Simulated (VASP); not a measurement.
# ZnSe (F-43m) in VASP: further runs

The runs below take ZnSe through vibrations by perturbation theory, elastic constants, with PBE.

All numbers are computed with VASP 6.6.1; they aren't measurements. Logs are shortened: lines on timing, memory, paths and dates and some standing lists are left out, and cuts for length are marked.

### 1 The cell of the first run

It takes space group F-43m (No. 216, cubic). The conventional cell has a = 5.733 Å, b = 5.733 Å, c = 5.733 Å, α = 90.00°, β = 90.00°, γ = 90.00°. Zn (site symmetry -43m) has 4 Se at 2.48 Å within 3.3 Å. Within 3.3 Å of Se (site symmetry -43m) lie 4 Zn at 2.48 Å.

### 2 Vibrations by perturbation theory, PBE

File INCAR:

```
SYSTEM = ZnSe
ALGO = Normal
EDIFF = 1E-8
ENCUT = 520
GGA = PE
IBRION = 8
ISIF = 2
ISMEAR = 0
LASPH = .TRUE.
LCHARG = .FALSE.
LEPSILON = .TRUE.
LREAL = .FALSE.
LWAVE = .FALSE.
NBANDS = 16
NELM = 80
NSW = 1
PREC = Accurate
SIGMA = 0.01
```

File KPOINTS:

```
k-points
0
G
  8 8 8
  0 0 0
```

File POSCAR:

```
ZnSe
1.0
    0.0000000000      2.8663043470      2.8663043470
    2.8663043470      0.0000000000      2.8663043470
    2.8663043470      2.8663043470      0.0000000000
Zn Se
1 1
Direct
    0.0000000000      0.0000000000      0.0000000000
    0.2500000000      0.2500000000      0.2500000000
```

Potentials or basis: VASP PAW PBE potentials, release 64 (Zn, Se).

Run with:

```
cat potpaw_PBE.64/Zn/POTCAR potpaw_PBE.64/Se/POTCAR > POTCAR
mpirun -np 1 vasp_std > vasp.out
```

OUTCAR:

```text
SYSTEM = ZnSe
   EDIFF = 1E-8
   ENCUT = 520
   GGA = PE
   IBRION = 8
   ISIF = 2
   ISMEAR = 0
   LASPH = .TRUE.
   LEPSILON = .TRUE.
   LREAL = .FALSE.
   NELM = 80
   NSW = 1
   PREC = Accurate

 ion  position               nearest neighbor table
   1  0.000  0.000  0.000-   2 2.48   2 2.48   2 2.48   2 2.48
   2  0.250  0.250  0.250-   1 2.48   1 2.48   1 2.48   1 2.48

  LATTYP: Found a face centered cubic cell.
 ALAT       =     5.7326086940

  Lattice vectors:

 A1 = (   0.0000000000,   2.8663043470,   2.8663043470)
 A2 = (   2.8663043470,   0.0000000000,   2.8663043470)
 A3 = (   2.8663043470,   2.8663043470,   0.0000000000)

Analysis of symmetry for initial positions (statically):
=====================================================================
 Subroutine PRICEL returns:
 Original cell was already a primitive cell.

 Routine SETGRP: Setting up the symmetry group for a
 face centered cubic supercell.

 Subroutine GETGRP returns: Found 24 space group operations
 (whereof 24 operations were pure point group operations)
 out of a pool of 48 trial point group operations.

The static configuration has the point symmetry T_d .

Analysis of symmetry for dynamics (positions and initial velocities):
=====================================================================
 Subroutine PRICEL returns:
 Original cell was already a primitive cell.

 Routine SETGRP: Setting up the symmetry group for a
 face centered cubic supercell.

 Subroutine GETGRP returns: Found 24 space group operations
 (whereof 24 operations were pure point group operations)
 out of a pool of 48 trial point group operations.

The dynamic configuration has the point symmetry T_d .

 Subroutine INISYM returns: Found 24 space group operations
 (whereof 24 operations are pure point group operations),
 and found     1 'primitive' translations

----------------------------------------------------------------------------------------

                                     Primitive cell

  volume of cell :      47.0974

  direct lattice vectors                    reciprocal lattice vectors
     0.000000000  2.866304347  2.866304347    -0.174440652  0.174440652  0.174440652
     2.866304347  0.000000000  2.866304347     0.174440652 -0.174440652  0.174440652
     2.866304347  2.866304347  0.000000000     0.174440652  0.174440652 -0.174440652

  length of vectors
     4.053566481  4.053566481  4.053566481     0.302140073  0.302140073  0.302140073

  position of ions in fractional coordinates (direct lattice)
     0.000000000  0.000000000  0.000000000
     0.250000000  0.250000000  0.250000000

  ion indices of the primitive-cell ions
   primitive index   ion index
                 1           1
                 2           2

----------------------------------------------------------------------------------------

 KPOINTS: k-points

Automatic generation of k-mesh.
 Grid dimensions read from file:
 generate k-points for:    8    8    8

 Generating k-lattice:

  Cartesian coordinates                     Fractional coordinates (reciprocal lattice)
    -0.021805082  0.021805082  0.021805082     0.125000000  0.000000000  0.000000000
     0.021805082 -0.021805082  0.021805082     0.000000000  0.125000000  0.000000000
     0.021805082  0.021805082 -0.021805082     0.000000000  0.000000000  0.125000000

  Length of vectors
     0.037767509  0.037767509  0.037767509

  Shift w.r.t. Gamma in fractional coordinates (k-lattice)
     0.000000000  0.000000000  0.000000000

 Subroutine IBZKPT returns following result:
 ===========================================

 Found     29 irreducible k-points:

 Following reciprocal coordinates:
[... 561 lines left out ...]
  energy-cutoff  :      520.00
  volume of cell :       47.10
      direct lattice vectors                 reciprocal lattice vectors
     0.000000000  2.866304347  2.866304347    -0.174440652  0.174440652  0.174440652
     2.866304347  0.000000000  2.866304347     0.174440652 -0.174440652  0.174440652
     2.866304347  2.866304347  0.000000000     0.174440652  0.174440652 -0.174440652

 POSITION                                       TOTAL-FORCE (eV/Angst)
 -----------------------------------------------------------------------------------
      0.00000      0.00000      0.00000        -0.000000     -0.000000     -0.000000
      1.43315      1.43315      1.43315         0.000000      0.000000      0.000000
 -----------------------------------------------------------------------------------
    total drift:                               -0.000001     -0.000001     -0.000001

  FREE ENERGIE OF THE ION-ELECTRON SYSTEM (eV)
  ---------------------------------------------------
  free  energy   TOTEN  =        -6.0324465216 eV

  energy  without entropy=       -6.0324465216  energy(sigma->0) =       -6.03244652

 HEAD OF MICROSCOPIC STATIC DIELECTRIC TENSOR (INDEPENDENT PARTICLE, excluding Hartree and local field effects)
 ------------------------------------------------------
           8.424426    -0.000000    -0.000000
           0.000000     8.424426     0.000000
          -0.000000    -0.000000     8.424426
 ------------------------------------------------------

 Free energy of the ion-electron system (eV)
  ---------------------------------------------------
  ---------------------------------------------------
  free energy    TOTEN  =        -0.99527787 eV

  energy without entropy =       -0.99527787

------------------------ aborting loop because EDIFF is reached ----------------------------------------

--------------------------------------- Ionic step        2  -------------------------------------------

------------------------ aborting loop because EDIFF is reached ----------------------------------------

--------------------------------------- Ionic step        3  -------------------------------------------

------------------------ aborting loop because EDIFF is reached ----------------------------------------

 PIEZOELECTRIC TENSOR FIELD DIRECTION 3  (e Angst)
 -----------------------------------------------------------------------------
    -0.00052 -2.14212  0.00000           (  0.00000  0.03573  0.00000)
    -2.14212 -0.00052  0.00000           (  0.03573  0.00000  0.00000)
     0.00000  0.00000 -0.00084           (  0.00000  0.00000 -0.00000)

 PIEZOELECTRIC TENSOR FIELD DIRECTION 3  (C/m^2)
 -----------------------------------------------------------------------------
    -0.00018 -0.72871  0.00000
    -0.72871 -0.00018  0.00000
     0.00000  0.00000 -0.00028

--------------------------------------- Ionic step        4  -------------------------------------------

------------------------ aborting loop because EDIFF is reached ----------------------------------------

[... ionic steps 5 to 6 ...]

--------------------------------------- Ionic step        7  -------------------------------------------

 Free energy of the ion-electron system (eV)
  ---------------------------------------------------
  ---------------------------------------------------
  free energy    TOTEN  =        -0.08273271 eV

  energy without entropy =       -0.08273271

------------------------ aborting loop because EDIFF is reached ----------------------------------------

 INTERNAL STRAIN TENSOR  FOR ION    2  DIRECTION 1   (eV/Angst):
 -----------------------------------------------------------------------------
     0.01033  0.00000  0.00000
     0.00000  0.00037 -4.52401
     0.00000 -4.52401  0.00037

 MACROSCOPIC STATIC DIELECTRIC TENSOR (including local field effects in DFT)
 ------------------------------------------------------
           8.053940    -0.000000    -0.000000
           0.000000     8.053940     0.000000
          -0.000000     0.000000     8.053940
 ------------------------------------------------------

 PIEZOELECTRIC TENSOR (including local field effects)  for field in x, y, z        (e  Angst)
          XX          YY          ZZ          XY          YZ          ZX
  --------------------------------------------------------------------------------
  x     0.00000    -0.00000    -0.00000     0.00000    -2.15752     0.00000
  y    -0.00000    -0.00000     0.00000     0.00000     0.00000    -2.15752
  z    -0.00000    -0.00000     0.00000    -2.15752     0.00000     0.00000

 PIEZOELECTRIC TENSOR (including local field effects)  for field in x, y, z        (C/m^2)
          XX          YY          ZZ          XY          YZ          ZX
  --------------------------------------------------------------------------------
  x     0.00000    -0.00000    -0.00000     0.00000    -0.73396     0.00000
  y    -0.00000    -0.00000     0.00000     0.00000     0.00000    -0.73396
  z    -0.00000    -0.00000     0.00000    -0.73396     0.00000     0.00000

 BORN EFFECTIVE CHARGES (including local field effects) (in |e|, cummulative output)
 ---------------------------------------------------------------------------------
 ion    1
    1     2.14269     0.00000    -0.00000
    2     0.00000     2.14269     0.00000
    3     0.00000     0.00000     2.14269
 ion    2
    1    -2.14269    -0.00000     0.00000
    2    -0.00000    -2.14269    -0.00000
    3    -0.00000    -0.00000    -2.14269

 INTERNAL STRAIN TENSOR FOR ION    2 for displacements in x,y,z  (eV/Angst):
          X           Y           Z          XY          YZ          ZX
  --------------------------------------------------------------------------------
  x    -0.00000     0.00000     0.00000     0.00000    -4.52401     0.00000
  y     0.00000     0.00000     0.00000     0.00000     0.00000    -4.52401
  z     0.00000     0.00000    -0.00000    -4.52401     0.00000     0.00000

 SECOND DERIVATIVES (NOT SYMMETRIZED)
 ------------------------------------
               1X          1Y          1Z          2X          2Y          2Z
  1X    -5.114028    0.000000    0.000000    5.114028    0.000000    0.000000
  1Y     0.000000   -5.114028    0.000000    0.000000    5.114028    0.000000
  1Z     0.000000    0.000000   -5.114028    0.000000    0.000000    5.114028
  2X     5.073065    0.000000    0.000000   -5.073065    0.000000    0.000000
  2Y     0.000000    5.073065    0.000000    0.000000   -5.073065    0.000000
  2Z     0.000000    0.000000    5.073065    0.000000    0.000000   -5.073065

 Eigenvectors and eigenvalues of the dynamical matrix
 ----------------------------------------------------

   1 f  =    5.900556 THz    37.074289 2PiTHz  196.821372 cm-1    24.402729 meV
             X         Y         Z           dx          dy          dz
      0.000000  0.000000  0.000000     0.000000   -0.000000    0.740942
      1.433152  1.433152  1.433152     0.000000    0.000000   -0.671569
[... 21 lines left out ...]
   6 f/i=    0.011806 THz     0.074180 2PiTHz    0.393812 cm-1     0.048826 meV
             X         Y         Z           dx          dy          dz
      0.000000  0.000000  0.000000     0.000000    0.503774   -0.444091
      1.433152  1.433152  1.433152     0.000000    0.555814   -0.489966

--------------------------------------------------------------------------------------------------------

 MACROSCOPIC STATIC DIELECTRIC TENSOR IONIC CONTRIBUTION
 ------------------------------------------------------
           3.463083     0.000000     0.000000
           0.000000     3.463083     0.000000
           0.000000     0.000000     3.463083
 ------------------------------------------------------

 ELASTIC MODULI CONTR FROM IONIC RELAXATION (kBar)
 Direction    XX          YY          ZZ          XY          YZ          ZX
 --------------------------------------------------------------------------------
 XX          -0.0000      0.0000      0.0000      0.0000     -0.0000      0.0000
 YY           0.0000     -0.0000      0.0000      0.0000      0.0000      0.0000
 ZZ           0.0000      0.0000     -0.0000     -0.0000      0.0000      0.0000
 XY           0.0000      0.0000     -0.0000   -137.0146      0.0000      0.0000
 YZ          -0.0000      0.0000      0.0000      0.0000   -137.0146      0.0000
 ZX           0.0000      0.0000      0.0000      0.0000      0.0000   -137.0146
 --------------------------------------------------------------------------------

 PIEZOELECTRIC TENSOR IONIC CONTR  for field in x, y, z        (C/m^2)
          XX          YY          ZZ          XY          YZ          ZX
  --------------------------------------------------------------------------------
  x     0.00000    -0.00000    -0.00000    -0.00000     0.64817     0.00000
  y     0.00000    -0.00000     0.00000     0.00000     0.00000     0.64817
  z     0.00000    -0.00000     0.00000     0.64817     0.00000     0.00000
```

It took 12 min on 1 thread of Intel Xeon Platinum 8259CL at 2.50GHz (Skylake/Cascade Lake), shared host; peak memory 0.32 GiB.

What came out:

* Electronic dielectric tensor (diagonal): 8.05
* Born charges (mean of the diagonal): Zn +2.14; Se -2.14 e
* Highest phonon frequency at Γ, LO-TO splitting left out: 197 cm⁻¹

Phonon frequencies in cm⁻¹ (negative: imaginary):
```csv
q point,frequencies
"(0.000, 0.000, 0.000)",0 0 0 197 197 197
```

Electronic dielectric tensor:
```
8.05 0.00 0.00
0.00 8.05 0.00
0.00 0.00 8.05
```

Born effective charge tensors (e):
atom 1, Zn
```
2.14 0.00 0.00
0.00 2.14 0.00
0.00 0.00 2.14
```
atom 2, Se
```
-2.14  0.00  0.00
 0.00 -2.14  0.00
 0.00  0.00 -2.14
```

[end of part 1 of 2]
